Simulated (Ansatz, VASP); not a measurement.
**One calculation of TaN, two programs**

```xyz
4
Lattice="3.0500 0.0458 0.0458 -1.4854 2.6185 0.0167 0.0741 0.0741 4.9400" Properties=species:S:1:pos:R:3 pbc="T T T"
Ta    0.0264    1.7609    0.0264
Ta    1.5753    0.9404    2.5061
N     0.0549    1.7894    1.9283
N     1.6038    0.9689    4.4080
```

Change from the starting cell: equal xy, yz and zx shear strains of +3 %.

Alike in both runs: task single point; functional PBEsol; k mesh 9 × 9 × 5; occupations fermi-dirac, width 0.01 eV; no spin polarisation.

|  | VASP | Ansatz |
| --- | --- | --- |
| version | VASP 6.6.1 | Ansatz 0.2.0 |
| potentials or method | VASP PAW PBE potentials, release 64 (Ta_pv, N), cutoff 520 eV | all-electron LAPW, scalar-relativistic |

```tsv
	VASP	Ansatz	Ansatz less VASP
pressure (GPa)	130.2	124.4	-5.83
traceless stress, the component that is largest in VASP (GPa)	-17.41	-16.72	+0.687
rms of the force components (eV/Å)	1.560	1.514	-0.0461
```

VASP's potentials were made for PBE, not for PBEsol. Atom by atom the forces differ by 0.050 eV/Å (rms over components). Both programs put the cell under a high pressure, so it lies far from rest at this level. Ansatz ran all-electron here, and VASP with PAW potentials.

Spin-orbit coupling is off throughout. Noted on VASP's run: the cell as given lies far from equilibrium.
